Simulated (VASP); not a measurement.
# Ca13Mg3O16 in VASP: a series of runs, part 2 of 2

VASP 6.6.1.

**3. Single point, HSE06**

This run uses another cell than the first one, of 12.81 Å³/atom.

File POSCAR:

```
Ca13Mg3O16
1.0
    9.3584930000      0.0000000000      0.0000000000
    0.0000000000      9.3584930000      0.0000000000
    0.0000000000      0.0000000000      9.3584930000
O Ca Mg
32 26 6
Direct
    0.2496600000      0.0016610000      0.9997320000
    0.2485040000      0.0101140000      0.5002100000
    0.2484670000      0.4988380000      0.9982460000
    0.2402880000      0.4907910000      0.5009690000
    0.7502310000      0.0005360000      0.9986080000
    0.7514250000      0.0020210000      0.5014280000
    0.7513870000      0.5000540000      0.9901530000
    0.7596060000      0.4993020000      0.5094780000
    0.0013960000      0.2516820000      0.0032680000
    0.0095870000      0.2604430000      0.4979550000
    0.0000650000      0.7484640000      0.0081360000
    0.0010750000      0.7402680000      0.4912180000
    0.4985880000      0.2507820000      0.0081650000
    0.4903800000      0.2521100000      0.4911800000
    0.4998090000      0.7497900000      0.9941130000
    0.4987600000      0.7488920000      0.5054400000
    0.9998260000      0.9921140000      0.2518040000
    0.9984930000      0.9970030000      0.7485840000
    0.9988190000      0.5090460000      0.2599910000
    0.9903050000      0.5023130000      0.7398240000
    0.5000820000      0.0061190000      0.2504750000
    0.5013030000      0.9921200000      0.7494860000
    0.5011360000      0.4948200000      0.2513750000
    0.5095130000      0.5090830000      0.7481590000
    0.2589440000      0.2510140000      0.2601150000
    0.2525130000      0.2516290000      0.7404180000
    0.2442700000      0.7498690000      0.2513870000
    0.2577970000      0.7483940000      0.7483620000
    0.7420870000      0.2519050000      0.2518760000
    0.7473760000      0.2598520000      0.7486380000
    0.7556290000      0.7488760000      0.2503920000
    0.7409440000      0.7401530000      0.7492520000
    0.9999450000      0.9979710000      0.0022950000
    0.0018510000      0.0003580000      0.4982810000
    0.9980420000      0.5019860000      0.9999090000
    0.4999440000      0.0003110000      0.9999580000
    0.4978620000      0.0023270000      0.4998190000
    0.5020300000      0.5004470000      0.9979430000
    0.4999480000      0.4989670000      0.5013040000
    0.2519920000      0.2505400000      0.0024910000
    0.2499040000      0.7499450000      0.9997680000
    0.2482040000      0.7475500000      0.4998340000
    0.7480020000      0.2523400000      0.0002100000
    0.7502430000      0.2541010000      0.5001430000
    0.7497940000      0.7480340000      0.9982420000
    0.7515750000      0.7464180000      0.5012950000
    0.2501010000      0.0020260000      0.2522330000
    0.2518910000      0.0000560000      0.7479270000
    0.2483130000      0.4989740000      0.2538540000
    0.2496500000      0.5001250000      0.7461670000
    0.7499840000      0.0005030000      0.2503210000
    0.7478980000      0.9977760000      0.7497270000
    0.7516930000      0.5004360000      0.2527200000
    0.0025430000      0.2532330000      0.2541830000
    0.9999470000      0.2544090000      0.7458570000
    0.9973510000      0.7460850000      0.7470340000
    0.4999450000      0.2530240000      0.7472420000
    0.4999450000      0.7501360000      0.2501320000
    0.9999450000      0.5001840000      0.5000880000
    0.2499540000      0.2539630000      0.4974400000
    0.7499410000      0.5028280000      0.7463070000
    0.9999420000      0.7460770000      0.2541980000
    0.4965490000      0.2513230000      0.2543340000
    0.5033480000      0.7459290000      0.7489720000
```

File INCAR.step1:

```
PREC = Accurate
ENCUT = 520
EDIFF = 1E-5
ISMEAR = -1
SIGMA = 0.05
LREAL = Auto
LASPH = T
NELM = 80
ALGO = Normal
ISIF = 2
LWAVE = T
NBANDS = 270
GGA = PE
LUSENCCL = F
```

File INCAR.step2:

```
PREC = Accurate
ENCUT = 520
EDIFF = 1E-6
ISMEAR = -1
SIGMA = 0.05
LREAL = Auto
LASPH = T
NELM = 80
ALGO = Normal
ISIF = 2
LWAVE = F
LCHARG = T
GGA = PE
LHFCALC = T
HFSCREEN = 0.2079
PRECFOCK = Fast
LELF = T
LVHAR = T
NBANDS = 270
ISTART = 1
LUSENCCL = F
```

File KPOINTS:

```
regular mesh
0
Gamma
  1 1 1
```

Potentials or basis: VASP PAW PBE potentials, release 64 (O, Ca_sv, Mg).

Run with:

```sh
> cat potpaw_PBE.64/O/POTCAR potpaw_PBE.64/Ca_sv/POTCAR potpaw_PBE.64/Mg/POTCAR > POTCAR
> cp INCAR.step1 INCAR
> mpirun -np 1 vasp_gam > vasp.out
> cp INCAR.step2 INCAR
> mpirun -np 1 vasp_gam > vasp.out
```

It took 9.1 min on 1 × NVIDIA H100 80GB with 1 thread of AMD EPYC 7R13 (Zen 3), shared host; peak memory 1.6 GiB.

It converged, with:

```yaml
Free_energy: -466.2929 eV
Pressure: 3.3 GPa
Largest_force: 0.156 eV/Å
Band_gap_on_the_k_mesh: 5.58 eV
```

Forces in eV/Å, atoms in the order of the input:
```
O   -0.018  0.023 -0.019
O   -0.009  0.123  0.012
O   -0.017 -0.019 -0.019
O   -0.107 -0.114  0.005
O    0.020  0.019 -0.023
O    0.017  0.019  0.021
O    0.010 -0.010 -0.123
O    0.106 -0.004  0.115
O    0.017 -0.014  0.016
O    0.102  0.094 -0.002
O    0.011  0.008  0.120
O    0.008 -0.092 -0.112
O   -0.014 -0.008  0.119
O   -0.103 -0.005 -0.118
O   -0.010  0.008 -0.085
O   -0.011  0.009  0.087
O   -0.011 -0.118 -0.008
O   -0.017 -0.016  0.012
O   -0.008  0.112  0.092
O   -0.102  0.002 -0.094
O    0.012  0.087 -0.008
O    0.013 -0.118  0.008
O    0.010 -0.088 -0.010
O    0.102  0.118  0.005
O    0.116 -0.009  0.099
O    0.007 -0.010 -0.101
O   -0.084  0.008 -0.009
O    0.119  0.010  0.007
O   -0.120 -0.008 -0.011
O   -0.006  0.099  0.008
O    0.083  0.007 -0.008
O   -0.116 -0.098  0.009
Ca   0.000 -0.003  0.003
Ca   0.015  0.001 -0.016
Ca  -0.016  0.016 -0.001
Ca   0.000  0.002 -0.001
Ca  -0.003  0.004  0.003
Ca   0.003 -0.003 -0.004
Ca   0.000 -0.020  0.020
Ca   0.017 -0.004  0.008
Ca   0.000  0.004  0.000
Ca  -0.017 -0.001  0.008
Ca  -0.005 -0.001  0.001
Ca   0.000  0.006 -0.013
Ca   0.002  0.002 -0.004
Ca   0.005  0.001  0.005
Ca  -0.002  0.004 -0.002
Ca   0.005 -0.001  0.001
Ca  -0.005 -0.005 -0.001
Ca   0.000  0.013 -0.007
Ca   0.000 -0.001 -0.004
Ca  -0.017 -0.007  0.005
Ca   0.017 -0.008  0.001
Ca   0.001  0.001  0.015
Ca   0.000  0.003 -0.003
Ca  -0.001 -0.015 -0.001
Ca   0.000  0.001 -0.001
Ca   0.000  0.005 -0.005
Mg   0.000 -0.002  0.001
Mg  -0.001  0.018 -0.018
Mg   0.000  0.017 -0.017
Mg   0.000 -0.022  0.022
Mg  -0.022  0.003  0.023
Mg   0.022 -0.023 -0.004
```

Levels at points of the mesh, in eV from the valence-band top:
| k point | band 230 | band 231 | band 232 | band 233 | band 234 | band 235 |
| --- | --- | --- | --- | --- | --- | --- |
| (0.00, 0.00, 0.00) | -0.01 | -0.01 | 0.00 | 5.58 | 5.60 | 5.60 |

Caveat: the k points lie up to 0.67 Å⁻¹ apart; the PAW data sets were made with another functional, which shifts forces and pressure a little. A k mesh can miss the band edges.
